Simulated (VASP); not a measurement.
# Ir (P6/mmm) in VASP: notebook, part 2 of 2

VASP 6.6.1.

### 4 Single point, LDA

This run uses another cell than the first one: it holds 1 atom, not 3.

INCAR

```
PREC = Accurate ; ENCUT = 500
EDIFF = 1E-6 ; ISMEAR = -1
SIGMA = 0.08 ; LREAL = F
LASPH = T ; NELM = 120
ALGO = Normal ; ISIF = 2
LWAVE = F ; LCHARG = T
GGA = CA ; LELF = T
LVHAR = T ; NBANDS = 14
GGA_COMPAT = F
```

KPOINTS

```
Automatic mesh
0
Gamma
  19 19 17
```

POSCAR

```
Ir
1.0
    2.3090422671      0.0000000000      0.0000000000
   -1.1545211335      1.9996892617      0.0000000000
    0.0000000000      0.0000000000      2.2034773903
Ir
1
Direct
    0.0000000000      0.0000000000      0.0000000000
```

Potentials or basis: VASP PAW LDA potentials, release 64 (Ir_sv_GW).

Started as:

```bash
$ cat potpaw_LDA.64/Ir_sv_GW/POTCAR > POTCAR
$ mpirun -np 1 vasp_std > vasp.out
```

OUTCAR:

```text
PREC = Accurate
   ENCUT = 500
   EDIFF = 1E-6
   ISMEAR = -1
   LREAL = F
   LASPH = T
   NELM = 120
   ISIF = 2
   GGA = CA

 ion  position               nearest neighbor table
   1  0.000  0.000  0.000-

  LATTYP: Found a hexagonal cell.
 ALAT       =     2.3090422671
 C/A-ratio  =     0.9542819643

  Lattice vectors:

 A1 = (   2.3090422671,   0.0000000000,   0.0000000000)
 A2 = (  -1.1545211335,   1.9996892617,   0.0000000000)
 A3 = (   0.0000000000,   0.0000000000,   2.2034773903)

Analysis of symmetry for initial positions (statically):
=====================================================================
 Subroutine PRICEL returns:
 Original cell was already a primitive cell.

 Routine SETGRP: Setting up the symmetry group for a
 hexagonal supercell.

 Subroutine GETGRP returns: Found 24 space group operations
 (whereof 24 operations were pure point group operations)
 out of a pool of 24 trial point group operations.

The static configuration has the point symmetry D_6h.

Analysis of symmetry for dynamics (positions and initial velocities):
=====================================================================
 Subroutine PRICEL returns:
 Original cell was already a primitive cell.

 Routine SETGRP: Setting up the symmetry group for a
 hexagonal supercell.

 Subroutine GETGRP returns: Found 24 space group operations
 (whereof 24 operations were pure point group operations)
 out of a pool of 24 trial point group operations.

The dynamic configuration has the point symmetry D_6h.

 Subroutine INISYM returns: Found 24 space group operations
 (whereof 24 operations are pure point group operations),
 and found     1 'primitive' translations

----------------------------------------------------------------------------------------

                                     Primitive cell

  volume of cell :      10.1743

[... 108 lines left out ...]
  Fermi-wavevector in a.u.,A,eV,Ry     =   1.942630  3.671039 51.345832  3.773812
  Thomas-Fermi vector in A             =   2.972001
   LORBIT       =      0    0 simple, 1 ext, 2 COOP (PROOUT), +10 PAW based schemes
   GGA     = CA    functional components
   LHFCALC =     F    Hartree Fock is set to
   AEXX    =    0.0000 exact exchange contribution
   IVDW    =     0    specifies the selected vdW correction
   LEPSILON=     F    determine dielectric tensor
   LRPA    =     F    only Hartree local field effects (RPA)
 non-spin polarized calculation
  energy-cutoff  :      500.00
  volume of cell :       10.17
 maximum number of plane-waves:       272
 NGX is ok and might be reduce to    18

 number of electron      17.0000000 magnetization

 Free energy of the ion-electron system (eV)
  ---------------------------------------------------
  ext. energy  EPLUGINS =         0.00000000
  ---------------------------------------------------
  free energy    TOTEN  =        -6.62907559 eV

  energy without entropy =       -6.61848201  energy(sigma->0) =       -6.62377880

 E-fermi :  19.7574     XC(G=0): -16.8786

 val. band max:       19.7443744726   @ k =   0.1579   0.1579   0.1176
 cond. band min:      19.7584938934   @ k =   0.1579   0.0000   0.3529
 fundamental gap:      0.0141194208
 Fermi energy:        19.7573727675

 k-point     1 :       0.0000    0.0000    0.0000
  band No.  band energies     occupation
      1     -73.7812      2.00000
      2     -29.6044      2.00000
      3     -29.6044      2.00000
      4     -29.5545      2.00000
      5       5.5831      2.00000
      6       8.4070      2.00000
      7      13.7921      2.00000
      8      13.7921      2.00000
      9      22.8036      0.00000
     10      22.8036      0.00000
     11      32.7208      0.00000
     12      37.3804      0.00000
     13      44.9732      0.00000
     14      44.9732      0.00000
[... 377 lines left out ...]
      1     -73.4515      2.00000
      2     -32.1155      2.00000
      3     -30.3904      2.00000
      4     -29.2360      2.00000
      5       8.7497      2.00000
      6      10.1528      2.00000
      7      15.3175      2.00000
      8      17.4338      2.00000
      9      21.1511      0.00000
     10      22.3209      0.00000
     11      32.5211      0.00000
     12      36.0539      0.00000
     13      41.1141      0.00000
     14      45.7955      0.00000

 [... further k-points ...]
[... 5 lines left out ...]
  --------------------------------------------------------------------------------------
  -------------------------------------------------------------------------------------
  Total       21.6011046     21.6011046     21.5755700      0.0000000      0.0000000      0.0000000
  in kB     3401.6023761   3401.6023760   3397.5813467      0.0000001      0.0000000      0.0000000
  external PRESSURE =    3400.2620329 kB  Pullay stress =       0.0000000 kB

 VOLUME and BASIS-vectors are now :
 -----------------------------------------------------------------------------
  energy-cutoff  :      500.00
  volume of cell :       10.17
      direct lattice vectors                 reciprocal lattice vectors
     2.309042267  0.000000000  0.000000000     0.433079989  0.250038848  0.000000000
    -1.154521134  1.999689262  0.000000000     0.000000000  0.500077697  0.000000000
     0.000000000  0.000000000  2.203477390     0.000000000  0.000000000  0.453828119

 POSITION                                       TOTAL-FORCE (eV/Angst)
 -----------------------------------------------------------------------------------
      0.00000      0.00000      0.00000        -0.000000      0.000000      0.000000
 -----------------------------------------------------------------------------------
    total drift:                                0.000000      0.000000      0.000000

  FREE ENERGIE OF THE ION-ELECTRON SYSTEM (eV)
  ---------------------------------------------------
  free  energy   TOTEN  =        -6.6290755858 eV

  energy  without entropy=       -6.6184820067  energy(sigma->0) =       -6.62377880
```

stdout:

```text
POSCAR found type information on POSCAR Ir
 POSCAR found :  1 types and       1 ions
 scaLAPACK will be used
 LDA part: xc-table for (Slater(with rela. corr.)+CA(PZ))
 , standard interpolation
 POSCAR, INCAR and KPOINTS ok, starting setup
 FFT: planning ... GRIDC
 FFT: planning ... GRID_SOFT
 FFT: planning ... GRID
 WAVECAR not read
 entering main loop
```

It took 36 s on 1 thread of AMD EPYC 7R43 (Zen 3), shared host; peak memory 0.12 GiB.

Results:

```
Free energy : -6.6291 eV
Pressure    : 340.0 GPa
```

Caveat: spin-orbit coupling is left out, which moves the levels of the heavy elements.

### 5 Summary

```tsv
potentials or basis	cell	k mesh	cutoff (eV)	second run	gap on the mesh (eV)	pressure (GPa)
VASP PAW LDA potentials, release 64 (Ir)	a = 3.835, b = 3.835, c = 2.320 Å, angles 90.0, 90.0, 120.0°, 3 atoms	10 × 10 × 13	520	-	none	349.5
VASP PAW LDA potentials, release 64 (Ir)	a = 3.834, b = 3.834, c = 2.319 Å, angles 90.0, 90.0, 120.0°, 3 atoms	10 × 10 × 13	520	-	none	350.5
VASP PAW LDA potentials, release 64 (Ir_sv_GW)	a = 2.309, b = 2.309, c = 2.203 Å, angles 90.0, 90.0, 120.0°, 1 atom	19 × 19 × 17	500	valence_matched	none	340.0
```

Alike in all rows: task single point; level LDA; no spin polarisation; smearing fermi-dirac 0.08 eV.

Caveats: spin-orbit coupling is left out, which moves the levels of the heavy elements.

Absolute energies hang on the potentials; compare differences alone.
